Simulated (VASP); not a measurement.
# C (P6/mmm) in VASP: notebook

Runs on C. Level: PBE+D3(BJ). Tasks: single point.

Everything below comes from runs of VASP 6.6.1. Logs are shortened: lines on timing, memory, paths and dates and some standing lists are left out, and cuts for length are marked.

## 1. The cell of the first run

The structure is hexagonal, space group P6/mmm (No. 191). Conventional cell: a = 2.444 Å, b = 2.444 Å, c = 3.542 Å, α = 90.00°, β = 90.00°, γ = 120.00°. C (site symmetry -6m2) has 3 C at 1.41 Å within 1.9 Å.

## 2. Single point, PBE+D3(BJ)

File INCAR:

```
ALGO = Normal
EDIFF = 1E-6
ENCUT = 520
GGA = PE
ISIF = 2
ISMEAR = 0
IVDW = 12
LASPH = True
LCHARG = False
LREAL = False
LWAVE = False
NBANDS = 11
NELM = 60
PREC = Accurate
SIGMA = 0.15
```

File KPOINTS:

```
k-points
0
Gamma
  21 21 12
```

File POSCAR:

```
C
1.0
    2.4442033754      0.0000000000      0.0000000000
   -1.2221016877      2.1167422151      0.0000000000
    0.0000000000      0.0000000000      3.5423224241
C
2
Direct
    0.3333333333      0.6666666667      0.0000000000
    0.6666666667      0.3333333333      0.0000000000
```

Potentials or basis: VASP PAW PBE potentials, release 64 (C).

The run is started by

```
cat potpaw_PBE.64/C/POTCAR > POTCAR
mpirun -np 1 vasp_std > vasp.out
```

OUTCAR:

```text
EDIFF = 1E-6
   ENCUT = 520
   GGA = PE
   ISIF = 2
   ISMEAR = 0
   IVDW = 12
   LASPH = True
   LREAL = False
   NELM = 60
   PREC = Accurate
 IVDW          = 12

 ion  position               nearest neighbor table
   1  0.333  0.667  0.000-   2 1.41   2 1.41   2 1.41
   2  0.667  0.333  0.000-   1 1.41   1 1.41   1 1.41

  LATTYP: Found a hexagonal cell.
 ALAT       =     2.4442033754
 C/A-ratio  =     1.4492748270

  Lattice vectors:

 A1 = (   2.4442033754,   0.0000000000,   0.0000000000)
 A2 = (  -1.2221016877,   2.1167422151,   0.0000000000)
 A3 = (   0.0000000000,   0.0000000000,   3.5423224241)

Analysis of symmetry for initial positions (statically):
=====================================================================
 Subroutine PRICEL returns:
 Original cell was already a primitive cell.

 Routine SETGRP: Setting up the symmetry group for a
 hexagonal supercell.

 Subroutine GETGRP returns: Found 24 space group operations
 (whereof 24 operations were pure point group operations)
 out of a pool of 24 trial point group operations.

The static configuration has the point symmetry D_6h.

Analysis of symmetry for dynamics (positions and initial velocities):
=====================================================================
 Subroutine PRICEL returns:
 Original cell was already a primitive cell.

 Routine SETGRP: Setting up the symmetry group for a
 hexagonal supercell.

 Subroutine GETGRP returns: Found 24 space group operations
 (whereof 24 operations were pure point group operations)
 out of a pool of 24 trial point group operations.

The dynamic configuration has the point symmetry D_6h.

 Subroutine INISYM returns: Found 24 space group operations
 (whereof 24 operations are pure point group operations),
 and found     1 'primitive' translations

----------------------------------------------------------------------------------------

                                     Primitive cell

  volume of cell :      18.3271

  direct lattice vectors                    reciprocal lattice vectors
     2.444203375  0.000000000  0.000000000     0.409131257  0.236212042  0.000000000
    -1.222101688  2.116742215  0.000000000     0.000000000  0.472424083  0.000000000
     0.000000000  0.000000000  3.542322424     0.000000000  0.000000000  0.282300672

  length of vectors
     2.444203375  2.444203375  3.542322424     0.472424083  0.472424083  0.282300672

  position of ions in fractional coordinates (direct lattice)
     0.333333333  0.666666667  0.000000000
     0.666666667  0.333333333  0.000000000

  ion indices of the primitive-cell ions
   primitive index   ion index
                 1           1
                 2           2

----------------------------------------------------------------------------------------

 KPOINTS: k-points

Automatic generation of k-mesh.
 Grid dimensions read from file:
 generate k-points for:   21   21   12

 Generating k-lattice:

  Cartesian coordinates                     Fractional coordinates (reciprocal lattice)
     0.019482441  0.011248192  0.000000000     0.047619048  0.000000000  0.000000000
     0.000000000  0.022496385  0.000000000     0.000000000  0.047619048  0.000000000
     0.000000000  0.000000000  0.023525056     0.000000000  0.000000000  0.083333333

  Length of vectors
     0.022496385  0.022496385  0.023525056

  Shift w.r.t. Gamma in fractional coordinates (k-lattice)
     0.000000000  0.000000000  0.000000000

 Subroutine IBZKPT returns following result:
 ===========================================

 Found    336 irreducible k-points:

 Following reciprocal coordinates:
            Coordinates               Weight
  0.000000  0.000000  0.000000      1.000000
  0.047619 -0.000000  0.000000      6.000000
  0.095238 -0.000000  0.000000      6.000000
  0.142857 -0.000000  0.000000      6.000000
  0.190476 -0.000000  0.000000      6.000000
  0.238095 -0.000000  0.000000      6.000000
[... 16 lines left out ...]
  0.142857  0.095238  0.000000     12.000000
  0.190476  0.095238  0.000000     12.000000
 [... further k-points ...]
   k-points           NKPTS =    336   k-points in BZ     NKDIM =    336   number of bands    NBANDS=     11
   number of dos      NEDOS =    301   number of ions     NIONS =      2
   total plane-waves  NPLWV =   9072
   dimension x,y,z NGX =    18 NGY =   18 NGZ =   28
   dimension x,y,z NGXF=    36 NGYF=   36 NGZF=   56
   ions per type =               2
   NGX,Y,Z   is equivalent  to a cutoff of  12.24, 12.24, 13.14 a.u.
   NGXF,Y,Z  is equivalent  to a cutoff of  24.49, 24.49, 26.28 a.u.
 SYSTEM =  unknown system
   PREC   = accura    normal or accurate (medium, high low for compatibility)
   ISTART =      0    job   : 0-new  1-cont  2-samecut
   ICHARG =      2    charge: 1-file 2-atom 10-const
   ISPIN  =      1    spin polarized calculation?
   LNONCOLLINEAR =      F non collinear calculations
   LSORBIT =      F    spin-orbit coupling
   LASPH  =      T    aspherical Exc in radial PAW
   ENCUT  =  520.0 eV  38.22 Ry    6.18 a.u.   4.54  4.54  6.59*2*pi/ulx,y,z
   NELM   =     60;   NELMIN=  2; NELMDL= -5     # of ELM steps
   EDIFF  = 0.1E-05   stopping-criterion for ELM
   LREAL  =      F    real-space projection
   EDIFFG = 0.1E-04   stopping-criterion for IOM
   NSW    =      0    number of steps for IOM
   IBRION =     -1    ionic relax: 0-MD 1-quasi-New 2-CG
   NFREE  =      0    steps in history (QN), initial steepest desc. (CG)
   ISIF   =      2    stress and relaxation
   ISYM   =      2    0-nonsym 1-usesym 2-fastsym
   POTIM  = 0.5000    time-step for ionic-motion
   TEBEG  =    0.0;   TEEND  =   0.0 temperature during run
   PSTRESS=    0.0 pullay stress
   NELECT =       8.0000    total number of electrons
   NUPDOWN=      -1.0000    fix difference up-down
   EMIN   =  10.00;   EMAX   =-10.00  energy-range for DOS
   EFERMI =   0.00;   METHOD = LEGACY
   ISMEAR =     0;   SIGMA  =   0.15  broadening in eV -4-tet -1-fermi 0-gaus
   EFERMI_NEDOS =   21; number of points for ismear=-14 and -15
   IALGO  =     38    algorithm
   IMIX   =      4    mixing-type and parameters
     AMIX     =   0.40;   BMIX     =  1.00
     AMIX_MAG =   1.60;   BMIX_MAG =  1.00
  volume/ion in A,a.u.               =       9.16        61.84
  Fermi-wavevector in a.u.,A,eV,Ry     =   1.241863  2.346781 20.983228  1.542224
  Thomas-Fermi vector in A             =   2.376242
   LORBIT       =      0    0 simple, 1 ext, 2 COOP (PROOUT), +10 PAW based schemes
   GGA     = PE    functional components
   LHFCALC =     F    Hartree Fock is set to
   AEXX    =    0.0000 exact exchange contribution
   IVDW    =    12    specifies the selected vdW correction
   LEPSILON=     F    determine dielectric tensor
   LRPA    =     F    only Hartree local field effects (RPA)
 non-spin polarized calculation
 Gauss-broadening in eV      SIGMA  =   0.15
  energy-cutoff  :      520.00
  volume of cell :       18.33
 maximum number of plane-waves:       506
   NGX =  9   NGY =  9   NGZ = 13

 number of electron       7.9999999 magnetization

 Free energy of the ion-electron system (eV)
  ---------------------------------------------------
  ext. energy  EPLUGINS =         0.00000000
  ---------------------------------------------------
  free energy    TOTEN  =       -18.41313449 eV

  energy without entropy =      -18.41297316  energy(sigma->0) =      -18.41305383

 E-fermi :   4.3773     XC(G=0):  -9.9843

 val. band max:        4.3745596219   @ k =   0.3333   0.3333   0.2500
 cond. band min:       4.6197444975   @ k =   0.3333   0.3333   0.1667
 fundamental gap:      0.2451848756
 Fermi energy:         4.3773297229

 k-point     1 :       0.0000    0.0000    0.0000
  band No.  band energies     occupation
      1     -15.4360      2.00000
      2      -2.6307      2.00000
      3       1.3595      2.00000
      4       1.3595      2.00000
      5       8.1688      0.00000
      6      12.8510      0.00000
      7      12.8510      0.00000
      8      16.2819      0.00000
      9      17.3601      0.00000
     10      26.9210      0.00000
     11      28.3170      0.00000

 k-point     2 :       0.0476   -0.0000    0.0000
  band No.  band energies     occupation
      1     -15.3812      2.00000
      2      -2.5670      2.00000
      3       1.1359      2.00000
      4       1.2399      2.00000
      5       8.2364      0.00000
      6      12.8827      0.00000
      7      13.0904      0.00000
      8      16.0960      0.00000
      9      17.4490      0.00000
     10      27.0905      0.00000
     11      28.2392      0.00000

 k-point     3 :       0.0952   -0.0000    0.0000
  band No.  band energies     occupation
      1     -15.2170      2.00000
      2      -2.3766      2.00000
      3       0.5081      2.00000
      4       0.9130      2.00000
      5       8.4397      0.00000
      6      12.9324      0.00000
      7      13.7745      0.00000
      8      15.5602      0.00000
      9      17.7314      0.00000
     10      27.5450      0.00000
     11      27.9483      0.00000

 k-point     4 :       0.1429   -0.0000    0.0000
  band No.  band energies     occupation
      1     -14.9441      2.00000
      2      -2.0614      2.00000
      3      -0.4235      2.00000
      4       0.4517      2.00000
      5       8.7792      0.00000
      6      12.9226      0.00000
      7      14.7318      0.00000
      8      14.8239      0.00000
      9      18.2163      0.00000
     10      27.3696      0.00000
     11      28.0918      0.00000

 k-point     5 :       0.1905   -0.0000    0.0000
  band No.  band energies     occupation
      1     -14.5633      2.00000
      2      -1.6248      2.00000
      3      -1.5517      2.00000
      4      -0.0672      2.00000
      5       9.2542      0.00000
      6      12.8241      0.00000
      7      13.6828      0.00000
      8      16.1493      0.00000
      9      18.8469      0.00000
     10      26.5662      0.00000
     11      28.2258      0.00000
[... 211 lines left out ...]
 k-point    21 :       0.4762    0.0476    0.0000
  band No.  band energies     occupation
      1     -10.0091      2.00000
      2      -9.0324      2.00000
      3      -2.2910      2.00000
      4       2.5560      2.00000
      5       6.7630      0.00000
      6      12.1347      0.00000
      7      15.4259      0.00000
      8      15.7215      0.00000
      9      22.5901      0.00000
     10      24.6322      0.00000
     11      27.4746      0.00000

 k-point    22 :       0.0952    0.0952    0.0000
  band No.  band energies     occupation
      1     -14.7807      2.00000
      2      -1.8734      2.00000
      3      -0.7698      2.00000
      4       0.0190      2.00000
      5       8.9847      0.00000
      6      13.3470      0.00000
      7      14.2817      0.00000
      8      14.8138      0.00000
      9      18.6850      0.00000
     10      26.7497      0.00000
     11      28.2988      0.00000

 k-point    23 :       0.1429    0.0952    0.0000
  band No.  band energies     occupation
      1     -14.4007      2.00000
      2      -1.7246      2.00000
      3      -1.4388      2.00000
      4      -0.6023      2.00000
      5       9.4619      0.00000
      6      13.3012      0.00000
      7      13.5225      0.00000
      8      15.5755      0.00000
      9      19.5694      0.00000
     10      25.6822      0.00000
     11      28.2818      0.00000

 k-point    24 :       0.1905    0.0952    0.0000
  band No.  band energies     occupation
      1     -13.9147      2.00000
      2      -2.8408      2.00000
      3      -1.1896      2.00000
      4      -0.8891      2.00000
      5      10.0733      0.00000
      6      12.1775      0.00000
      7      13.4966      0.00000
      8      16.6056      0.00000
      9      20.5472      0.00000
     10      24.5822      0.00000
     11      27.4289      0.00000

 [... further k-points ...]

------------------------ aborting loop because EDIFF is reached ----------------------------------------

 Edisp (eV)   -0.29306

 E8    (eV) :    -0.0824

  FORCE on cell =-STRESS in cart. coord.  units (eV):
  Direction    XX          YY          ZZ          XY          YZ          ZX
  --------------------------------------------------------------------------------------
  -------------------------------------------------------------------------------------
  Total       1.31235     1.31235     0.01260    -0.00000    -0.00000     0.00000
  in kB     114.72701   114.72701     1.10181    -0.00000    -0.00000     0.00000
  external pressure =       76.85 kB  Pullay stress =        0.00 kB

 VOLUME and BASIS-vectors are now :
 -----------------------------------------------------------------------------
  energy-cutoff  :      520.00
  volume of cell :       18.33
      direct lattice vectors                 reciprocal lattice vectors
     2.444203375  0.000000000  0.000000000     0.409131257  0.236212042  0.000000000
    -1.222101688  2.116742215  0.000000000     0.000000000  0.472424083  0.000000000
     0.000000000  0.000000000  3.542322424     0.000000000  0.000000000  0.282300672

 POSITION                                       TOTAL-FORCE (eV/Angst)
 -----------------------------------------------------------------------------------
     -0.00000      1.41116      0.00000         0.000000     -0.000000      0.000000
      1.22210      0.70558      0.00000        -0.000000      0.000000      0.000000
 -----------------------------------------------------------------------------------
    total drift:                                0.000000     -0.000000      0.000000

  FREE ENERGIE OF THE ION-ELECTRON SYSTEM (eV)
  ---------------------------------------------------
  free  energy   TOTEN  =       -18.7061935616 eV

  energy  without entropy=      -18.7060322275  energy(sigma->0) =      -18.70611289
```

Wall time 20 s (1 thread of Intel Xeon 6975P-C (Granite Rapids), shared host); peak memory 0.17 GiB.

What came out:

```yaml
Free_energy: -18.7062 eV
Pressure: 7.7 GPa
Band_gap_on_the_k_mesh: zero (band 4 reaches 4.88 eV, above the bottom of band 5 at 3.92 eV)
Dispersion_energy_per_atom: -0.147 eV
```

Stress tensor (GPa, compression positive):
```
11.47  0.00  0.00
 0.00 11.47  0.00
 0.00  0.00  0.11
```

Levels at points of the mesh, in eV from the Fermi level:
```
           k point  band 2  band 3  band 4  band 5  band 6  band 7
(0.00, 0.00, 0.00)   -7.01   -3.02   -3.02    3.79    8.47    8.47
(0.00, 0.00, 0.50)   -8.48   -3.00   -3.00    8.54    8.54    9.27
```

## 3. Single point, PBE+D3(BJ)

This run uses another cell than the first one, of 9.63 Å³/atom, 1.051 times its volume.

File INCAR:

```
ALGO     = Normal         # electronic algorithm
EDIFF    = 1E-6           # SCF threshold, eV
ENCUT    = 520            # plane-wave cutoff, eV
GGA      = PE             # functional
ISIF     = 2              # what is computed and relaxed
ISMEAR   = 0              # smearing method
IVDW     = 12             # dispersion correction
LASPH    = True           # aspherical terms in the spheres
LCHARG   = False          # write CHGCAR
LREAL    = False          # projectors in reciprocal space
LWAVE    = False          # write WAVECAR
NBANDS   = 11             # bands
NELM     = 80             # most SCF steps
PREC     = Accurate       # precision mode
SIGMA    = 0.15           # smearing width, eV
```

KPOINTS is that of step 2.

File POSCAR:

```
C
1.0
    2.4851167323      0.0000000000      0.0000000000
   -1.2425583661      2.1521742215      0.0000000000
    0.0000000000      0.0000000000      3.6016171223
C
2
Direct
    0.3333333333      0.6666666667      0.0000000000
    0.6666666667      0.3333333333      0.0000000000
```

Potentials or basis: VASP PAW PBE potentials, release 64 (C).

The run is started by

```
cat potpaw_PBE.64/C/POTCAR > POTCAR
mpirun -np 1 vasp_std > vasp.out
```

It took 20 s on 1 thread of Intel Xeon 6975P-C (Granite Rapids), shared host; peak memory 0.18 GiB.

Results (log left out):

```yaml
Free_energy: -18.7099 eV
Pressure: -6.1 GPa
Band_gap_on_the_k_mesh: zero (band 4 reaches 4.41 eV, above the bottom of band 5 at 3.53 eV)
Dispersion_energy_per_atom: -0.143 eV
```

Stress tensor (GPa, compression positive):
```
-9.01  0.00  0.00
 0.00 -9.01  0.00
 0.00  0.00 -0.23
```

Levels at points of the mesh, in eV from the Fermi level:
| k point | band 2 | band 3 | band 4 | band 5 | band 6 | band 7 |
| --- | --- | --- | --- | --- | --- | --- |
| (0.00, 0.00, 0.00) | -6.73 | -3.04 | -3.04 | 3.87 | 8.15 | 8.15 |
| (0.00, 0.00, 0.50) | -8.10 | -3.02 | -3.02 | 8.20 | 8.20 | 9.10 |
